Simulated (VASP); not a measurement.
# Te2Mo in VASP: further runs

The runs below take Te2Mo through single point, with LDA.

All numbers are computed with VASP 6.6.1; they aren't measurements. Logs are shortened: lines on timing, memory, paths and dates and some standing lists are left out, and cuts for length are marked.

## (1) The cell of the first run

The cell holds a slab with vacuum, 3 atoms: a = 3.845 Å, b = 3.845 Å, c = 16.122 Å, α = 90.00°, β = 90.00°, γ = 120.00°.

## (2) Single point, LDA (strain +0.080 along x and y, -0.080 along z)

INCAR reads:

```
ALGO = Normal ; EDIFF = 1E-6
ENCUT = 520 ; GGA = CA
ISIF = 2 ; ISMEAR = 0
LASPH = T ; LCHARG = F
LREAL = F ; LWAVE = F
NBANDS = 20 ; NELM = 100
PREC = Accurate ; SIGMA = 0.05
```

KPOINTS reads:

```
k-points
0
Gamma
  12 12 2
```

POSCAR reads:

```
Te2Mo
1.0
    3.8450514391      0.0000000000      0.0000000000
   -1.9225257196      3.3299122251      0.0000000000
    0.0000000000      0.0000000000     16.1221331944
Te Mo
2 1
Direct
    0.3333333333      0.6666666667      0.8978554500
    0.3333333333      0.6666666667      0.1021445500
    0.0000000000      0.0000000000      0.0000000000
```

Potentials or basis: VASP PAW LDA potentials, release 64 (Te, Mo_sv).

Command:

```console
$ cat potpaw_LDA.64/Te/POTCAR potpaw_LDA.64/Mo_sv/POTCAR > POTCAR
$ mpirun -np 1 vasp_std > vasp.out
```

OUTCAR:

```text
EDIFF = 1E-6
   ENCUT = 520
   GGA = CA
   ISIF = 2
   ISMEAR = 0
   LASPH = T
   LREAL = F
   NELM = 100
   PREC = Accurate

 ion  position               nearest neighbor table
   1  0.333  0.667  0.898-   3 2.76   3 2.76   3 2.76   2 3.29
   2  0.333  0.667  0.102-   3 2.76   3 2.76   3 2.76   1 3.29
   3  0.000  0.000  0.000-   1 2.76   2 2.76   1 2.76   2 2.76   1 2.76   2 2.76

  LATTYP: Found a hexagonal cell.
 ALAT       =     3.8450514391
 C/A-ratio  =     4.1929564402

  Lattice vectors:

 A1 = (   3.8450514391,   0.0000000000,   0.0000000000)
 A2 = (  -1.9225257196,   3.3299122251,   0.0000000000)
 A3 = (   0.0000000000,   0.0000000000,  16.1221331944)

Analysis of symmetry for initial positions (statically):
=====================================================================
 Subroutine PRICEL returns:
 Original cell was already a primitive cell.

 Routine SETGRP: Setting up the symmetry group for a
 hexagonal supercell.

 Subroutine GETGRP returns: Found 12 space group operations
 (whereof 12 operations were pure point group operations)
 out of a pool of 24 trial point group operations.

The static configuration has the point symmetry D_3h.

Analysis of symmetry for dynamics (positions and initial velocities):
=====================================================================
 Subroutine PRICEL returns:
 Original cell was already a primitive cell.

 Routine SETGRP: Setting up the symmetry group for a
 hexagonal supercell.

 Subroutine GETGRP returns: Found 12 space group operations
 (whereof 12 operations were pure point group operations)
 out of a pool of 24 trial point group operations.

The dynamic configuration has the point symmetry D_3h.

 Subroutine INISYM returns: Found 12 space group operations
 (whereof 12 operations are pure point group operations),
 and found     1 'primitive' translations

----------------------------------------------------------------------------------------

                                     Primitive cell

  volume of cell :     206.4227

  direct lattice vectors                    reciprocal lattice vectors
     3.845051439  0.000000000  0.000000000     0.260074544  0.150154108  0.000000000
    -1.922525720  3.329912225  0.000000000     0.000000000  0.300308216  0.000000000
     0.000000000  0.000000000 16.122133194     0.000000000  0.000000000  0.062026531

  length of vectors
     3.845051439  3.845051439 16.122133194     0.300308216  0.300308216  0.062026531

  position of ions in fractional coordinates (direct lattice)
     0.333333333  0.666666667  0.897855450
     0.333333333  0.666666667  0.102144550
     0.000000000  0.000000000  0.000000000

  ion indices of the primitive-cell ions
   primitive index   ion index
                 1           1
                 2           2
                 3           3

----------------------------------------------------------------------------------------

 KPOINTS: k-points

Automatic generation of k-mesh.
 Grid dimensions read from file:
 generate k-points for:   12   12    2

 Generating k-lattice:

  Cartesian coordinates                     Fractional coordinates (reciprocal lattice)
     0.021672879  0.012512842  0.000000000     0.083333333  0.000000000  0.000000000
     0.000000000  0.025025685  0.000000000     0.000000000  0.083333333  0.000000000
     0.000000000  0.000000000  0.031013266     0.000000000  0.000000000  0.500000000

  Length of vectors
     0.025025685  0.025025685  0.031013266

  Shift w.r.t. Gamma in fractional coordinates (k-lattice)
     0.000000000  0.000000000  0.000000000

 Subroutine IBZKPT returns following result:
 ===========================================

 Found     38 irreducible k-points:

 Following reciprocal coordinates:
            Coordinates               Weight
  0.000000  0.000000  0.000000      1.000000
  0.083333  0.000000  0.000000      6.000000
  0.166667 -0.000000  0.000000      6.000000
  0.250000  0.000000  0.000000      6.000000
  0.333333  0.000000  0.000000      6.000000
  0.416667  0.000000  0.000000      6.000000
[... 16 lines left out ...]
  0.250000  0.000000  0.500000      6.000000
  0.333333  0.000000  0.500000      6.000000
 [... further k-points ...]
   k-points           NKPTS =     38   k-points in BZ     NKDIM =     38   number of bands    NBANDS=     20
   number of dos      NEDOS =    301   number of ions     NIONS =      3
   total plane-waves  NPLWV = 108000
   dimension x,y,z NGX =    30 NGY =   30 NGZ =  120
   dimension x,y,z NGXF=    60 NGYF=   60 NGZF=  240
   ions per type =               2   1
   NGX,Y,Z   is equivalent  to a cutoff of  12.97, 12.97, 12.37 a.u.
   NGXF,Y,Z  is equivalent  to a cutoff of  25.94, 25.94, 24.75 a.u.
 SYSTEM =  unknown system
   PREC   = accura    normal or accurate (medium, high low for compatibility)
   ISTART =      0    job   : 0-new  1-cont  2-samecut
   ICHARG =      2    charge: 1-file 2-atom 10-const
   ISPIN  =      1    spin polarized calculation?
   LNONCOLLINEAR =      F non collinear calculations
   LSORBIT =      F    spin-orbit coupling
   LASPH  =      T    aspherical Exc in radial PAW
   ENCUT  =  520.0 eV  38.22 Ry    6.18 a.u.   7.15  7.15 29.98*2*pi/ulx,y,z
   NELM   =    100;   NELMIN=  2; NELMDL= -5     # of ELM steps
   EDIFF  = 0.1E-05   stopping-criterion for ELM
   LREAL  =      F    real-space projection
   EDIFFG = 0.1E-04   stopping-criterion for IOM
   NSW    =      0    number of steps for IOM
   IBRION =     -1    ionic relax: 0-MD 1-quasi-New 2-CG
   NFREE  =      0    steps in history (QN), initial steepest desc. (CG)
   ISIF   =      2    stress and relaxation
   ISYM   =      2    0-nonsym 1-usesym 2-fastsym
   POTIM  = 0.5000    time-step for ionic-motion
   TEBEG  =    0.0;   TEEND  =   0.0 temperature during run
   PSTRESS=    0.0 pullay stress
   NELECT =      26.0000    total number of electrons
   NUPDOWN=      -1.0000    fix difference up-down
   EMIN   =  10.00;   EMAX   =-10.00  energy-range for DOS
   EFERMI =   0.00;   METHOD = LEGACY
   ISMEAR =     0;   SIGMA  =   0.05  broadening in eV -4-tet -1-fermi 0-gaus
   EFERMI_NEDOS =   21; number of points for ismear=-14 and -15
   IALGO  =     38    algorithm
   IMIX   =      4    mixing-type and parameters
     AMIX     =   0.40;   BMIX     =  1.00
     AMIX_MAG =   1.60;   BMIX_MAG =  1.00
  volume/ion in A,a.u.               =      68.81       464.34
  Fermi-wavevector in a.u.,A,eV,Ry     =   0.820629  1.550764  9.162595  0.673432
  Thomas-Fermi vector in A             =   1.931645
   LORBIT       =      0    0 simple, 1 ext, 2 COOP (PROOUT), +10 PAW based schemes
   GGA     = CA    functional components
   LHFCALC =     F    Hartree Fock is set to
   AEXX    =    0.0000 exact exchange contribution
   IVDW    =     0    specifies the selected vdW correction
   LEPSILON=     F    determine dielectric tensor
   LRPA    =     F    only Hartree local field effects (RPA)
 non-spin polarized calculation
 Gauss-broadening in eV      SIGMA  =   0.05
  energy-cutoff  :      520.00
  volume of cell :      206.42
 maximum number of plane-waves:      5616
 NGX is ok and might be reduce to    30
   NGX = 15   NGY = 15   NGZ = 59

 number of electron      26.0000000 magnetization

 Free energy of the ion-electron system (eV)
  ---------------------------------------------------
  ext. energy  EPLUGINS =         0.00000000
  ---------------------------------------------------
  free energy    TOTEN  =       -19.73562879 eV

  energy without entropy =      -19.73478380  energy(sigma->0) =      -19.73520630

 E-fermi :  -0.3431     XC(G=0):  -4.8025

 val. band max:       -0.4035476377   @ k =   0.0833   0.0000   0.5000
 cond. band min:      -0.3388894522   @ k =   0.3333   0.3333   0.0000
 fundamental gap:      0.0646581856
 Fermi energy:        -0.3431312843

 k-point     1 :       0.0000    0.0000    0.0000
  band No.  band energies     occupation
      1     -61.0975      2.00000
      2     -35.3961      2.00000
      3     -35.3961      2.00000
      4     -35.2905      2.00000
      5     -12.7515      2.00000
      6     -11.3968      2.00000
[... 12 lines left out ...]
     19       4.3653      0.00000
     20       4.7062      0.00000

 k-point     2 :       0.0833    0.0000    0.0000
  band No.  band energies     occupation
      1     -61.0973      2.00000
      2     -35.3997      2.00000
      3     -35.3969      2.00000
      4     -35.2897      2.00000
      5     -12.6855      2.00000
      6     -11.3590      2.00000
[... 12 lines left out ...]
     19       4.5536      0.00000
     20       4.8110      0.00000

 k-point     3 :       0.1667   -0.0000    0.0000
  band No.  band energies     occupation
      1     -61.0968      2.00000
      2     -35.4095      2.00000
      3     -35.3991      2.00000
      4     -35.2875      2.00000
      5     -12.4968      2.00000
      6     -11.2515      2.00000
[... 12 lines left out ...]
     19       5.0791      0.00000
     20       5.1651      0.00000

 k-point     4 :       0.2500    0.0000    0.0000
  band No.  band energies     occupation
      1     -61.0960      2.00000
      2     -35.4227      2.00000
      3     -35.4022      2.00000
      4     -35.2844      2.00000
      5     -12.2166      2.00000
      6     -11.0932      2.00000
[... 12 lines left out ...]
     19       5.4601      0.00000
     20       5.4891      0.00000

 k-point     5 :       0.3333    0.0000    0.0000
  band No.  band energies     occupation
      1     -61.0953      2.00000
      2     -35.4360      2.00000
      3     -35.4052      2.00000
      4     -35.2814      2.00000
      5     -11.9026      2.00000
      6     -10.9188      2.00000
[... 12 lines left out ...]
     19       5.3772      0.00000
     20       5.7087      0.00000

 k-point     6 :       0.4167    0.0000    0.0000
  band No.  band energies     occupation
      1     -61.0947      2.00000
      2     -35.4457      2.00000
      3     -35.4074      2.00000
      4     -35.2792      2.00000
      5     -11.6440      2.00000
      6     -10.7784      2.00000
[... 12 lines left out ...]
     19       5.4652      0.00000
     20       5.6201      0.00000

 k-point     7 :       0.5000    0.0000    0.0000
  band No.  band energies     occupation
      1     -61.0945      2.00000
      2     -35.4492      2.00000
      3     -35.4082      2.00000
      4     -35.2784      2.00000
      5     -11.5415      2.00000
      6     -10.7237      2.00000
[... 12 lines left out ...]
     19       5.3694      0.00000
     20       5.7289      0.00000
[... 277 lines left out ...]
 k-point    20 :       0.0000    0.0000    0.5000
  band No.  band energies     occupation
      1     -61.0975      2.00000
      2     -35.3961      2.00000
      3     -35.3961      2.00000
      4     -35.2905      2.00000
      5     -12.7516      2.00000
      6     -11.3968      2.00000
[... 12 lines left out ...]
     19       4.3537      0.00000
     20       4.5769      0.00000

 k-point    21 :       0.0833    0.0000    0.5000
  band No.  band energies     occupation
      1     -61.0973      2.00000
      2     -35.3997      2.00000
      3     -35.3969      2.00000
      4     -35.2897      2.00000
      5     -12.6855      2.00000
      6     -11.3590      2.00000
[... 12 lines left out ...]
     19       4.4535      0.00000
     20       4.7242      0.00000

 k-point    22 :       0.1667   -0.0000    0.5000
  band No.  band energies     occupation
      1     -61.0968      2.00000
      2     -35.4095      2.00000
      3     -35.3991      2.00000
      4     -35.2875      2.00000
      5     -12.4968      2.00000
      6     -11.2515      2.00000
[... 12 lines left out ...]
     19       4.7294      0.00000
     20       5.2617      0.00000

 k-point    23 :       0.2500    0.0000    0.5000
  band No.  band energies     occupation
      1     -61.0960      2.00000
      2     -35.4227      2.00000
      3     -35.4022      2.00000
      4     -35.2844      2.00000
      5     -12.2166      2.00000
      6     -11.0932      2.00000
[... 12 lines left out ...]
     19       5.1543      0.00000
     20       5.5647      0.00000

 k-point    24 :       0.3333    0.0000    0.5000
  band No.  band energies     occupation
      1     -61.0953      2.00000
      2     -35.4360      2.00000
      3     -35.4052      2.00000
      4     -35.2814      2.00000
      5     -11.9026      2.00000
      6     -10.9188      2.00000
[... 12 lines left out ...]
     19       5.4408      0.00000
     20       5.6017      0.00000

 [... further k-points ...]
[... 5 lines left out ...]
  --------------------------------------------------------------------------------------
  -------------------------------------------------------------------------------------
  Total       -6.2895801     -6.2895801      1.2085534      0.0000000     -0.0000000      0.0000000
  in kB      -48.8174165    -48.8174165      9.3803487      0.0000000     -0.0000000      0.0000000
  external PRESSURE =     -29.4181615 kB  Pullay stress =       0.0000000 kB

 VOLUME and BASIS-vectors are now :
 -----------------------------------------------------------------------------
  energy-cutoff  :      520.00
  volume of cell :      206.42
      direct lattice vectors                 reciprocal lattice vectors
     3.845051439  0.000000000  0.000000000     0.260074544  0.150154108  0.000000000
    -1.922525720  3.329912225  0.000000000     0.000000000  0.300308216  0.000000000
     0.000000000  0.000000000 16.122133194     0.000000000  0.000000000  0.062026531

 POSITION                                       TOTAL-FORCE (eV/Angst)
 -----------------------------------------------------------------------------------
     -0.00000      2.21994     14.47535        -0.000000     -0.000000     -0.370349
     -0.00000      2.21994      1.64679         0.000000     -0.000000      0.370349
      0.00000      0.00000      0.00000        -0.000000      0.000000      0.000000
 -----------------------------------------------------------------------------------
    total drift:                                0.000000     -0.000000     -0.000000

  FREE ENERGIE OF THE ION-ELECTRON SYSTEM (eV)
  ---------------------------------------------------
  free  energy   TOTEN  =       -19.7356287920 eV

  energy  without entropy=      -19.7347838010  energy(sigma->0) =      -19.73520630
```

Run time: 7.3 min. Hardware: 1 thread of Intel Xeon 8259CL, shared host; peak memory 0.35 GiB.

Results:

* Free energy: -19.7356 eV
* Largest force: 0.370 eV/Å
* Band gap on the k mesh: zero (bands 13 and 14 overlap by 0.01 eV)

Forces on the atoms (eV/Å):
```
Te   0.000  0.000 -0.370
Te   0.000  0.000  0.370
Mo   0.000  0.000  0.000
```

Levels at points of the mesh, in eV from the Fermi level:
| k point | band 11 | band 12 | band 13 | band 14 | band 15 | band 16 |
| --- | --- | --- | --- | --- | --- | --- |
| (0.00, 0.00, 0.00) | -1.59 | -0.85 | 0.01 | 2.17 | 2.17 | 2.53 |
| (0.50, 0.00, 0.00) | -1.41 | -1.09 | -0.79 | 0.54 | 0.69 | 2.84 |
| (0.00, 0.00, 0.50) | -1.59 | -0.85 | 0.01 | 2.17 | 2.17 | 2.53 |
| (0.50, 0.00, 0.50) | -1.41 | -1.09 | -0.79 | 0.54 | 0.69 | 2.84 |

Caveat: the cell differs from its parent crystal (strain +0.080 along x and y, -0.080 along z); spin-orbit coupling is left out, which moves the levels of the heavy elements.

## (3) Single point, LDA (strain -0.080 along x and y, -0.080 along z)

INCAR reads:

```
PREC = Accurate
ENCUT = 520
EDIFF = 1E-6
ISMEAR = 0
SIGMA = 0.05
LREAL = F
LASPH = T
NELM = 100
ALGO = Normal
ISIF = 2
LWAVE = F
LCHARG = F
GGA = CA
NBANDS = 20
```

KPOINTS reads:

```
regular mesh
0
Gamma
  12 12 2
```

POSCAR reads:

```
Te2Mo
1.0
    3.2754141889      0.0000000000      0.0000000000
   -1.6377070944      2.8365918955      0.0000000000
    0.0000000000      0.0000000000     16.1221331944
Te Mo
2 1
Direct
    0.3333333333      0.6666666667      0.8978554500
    0.3333333333      0.6666666667      0.1021445500
    0.0000000000      0.0000000000      0.0000000000
```

Potentials or basis: VASP PAW LDA potentials, release 64 (Te, Mo_sv).

Command:

```console
$ cat potpaw_LDA.64/Te/POTCAR potpaw_LDA.64/Mo_sv/POTCAR > POTCAR
$ mpirun -np 1 vasp_std > vasp.out
```

Run time: 3.4 min. Hardware: 1 thread of Intel Xeon 8259CL, shared host; peak memory 0.27 GiB.

The run converged. Its results:

| Property | Result |
| --- | --- |
| Free energy | -19.2246 eV |
| Largest force | 4.687 eV/Å |
| Band gap on the k mesh | 1.29 eV (least direct gap 1.50 eV) |

Forces on the atoms (eV/Å):
```
Te   0.000  0.000 -4.687
Te   0.000  0.000  4.687
Mo   0.000  0.000  0.000
```

Levels at points of the mesh, in eV from the valence-band top:
| k point | band 11 | band 12 | band 13 | band 14 | band 15 | band 16 |
| --- | --- | --- | --- | --- | --- | --- |
| (0.00, 0.00, 0.00) | -1.15 | -1.15 | -0.75 | 4.27 | 4.27 | 4.53 |
| (0.50, 0.00, 0.00) | -1.64 | -0.92 | 0.00 | 1.82 | 2.23 | 4.14 |
| (0.00, 0.00, 0.50) | -1.15 | -1.15 | -0.75 | 4.27 | 4.27 | 4.67 |
| (0.50, 0.00, 0.50) | -1.64 | -0.92 | 0.00 | 1.82 | 2.23 | 4.14 |

Caveat: the cell differs from its parent crystal (strain -0.080 along x and y, -0.080 along z); spin-orbit coupling is left out, which moves the levels of the heavy elements.
